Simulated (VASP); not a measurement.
A run of VASP 6.6.1:

File INCAR:

```
SYSTEM = MgSnO2
  ALGO = Normal
  EDIFF = 1E-7
  ENCUT = 520
  GGA = PE
  ISIF = 2
  ISMEAR = 0
  LASPH = .TRUE.
  LCHARG = .FALSE.
  LREAL = .FALSE.
  LWAVE = .FALSE.
  NBANDS = 38
  NELM = 80
  PREC = Accurate
  SIGMA = 0.2
```

File KPOINTS:

```
k-points
0
G
  4 4 4
  0 0 0
```

Contents of POSCAR:

```
MgSnO2
1.0
    5.1719412337      0.0000000000      0.0000000000
    0.0000000000      5.1719412337      0.0000000000
    0.0000000000      0.0000000000      7.0850950958
Mg Sn O
2 2 4
Direct
    0.5000000000      0.5000000000      0.0000000000
    0.5000000000      0.5000000000      0.5000000000
    0.0000000000      0.5000000000      0.5000000000
    0.5000000000      0.0000000000      0.0000000000
    0.0000000000      0.0000000000      0.2500000000
    0.0000000000      0.0000000000      0.7500000000
    0.5000000000      0.5000000000      0.2500000000
    0.5000000000      0.5000000000      0.7500000000
```

Potentials or basis: VASP PAW PBE potentials, release 64 (Mg, Sn_d, O).

Launch:

```sh
$ cat potpaw_PBE.64/Mg/POTCAR potpaw_PBE.64/Sn_d/POTCAR potpaw_PBE.64/O/POTCAR > POTCAR
$ mpirun -np 1 vasp_std > vasp.out
```

Hardware: 1 thread of Intel(R) Xeon(R) 6975P-C (Granite Rapids), with other jobs on the host.

Question: How long does it take, and how much memory?

Answer: Wall time 66 s on 1 thread of Intel(R) Xeon(R) 6975P-C (Granite Rapids) (shared host), peak memory 0.34 GiB. Counts: scf iterations 20, k points 18.
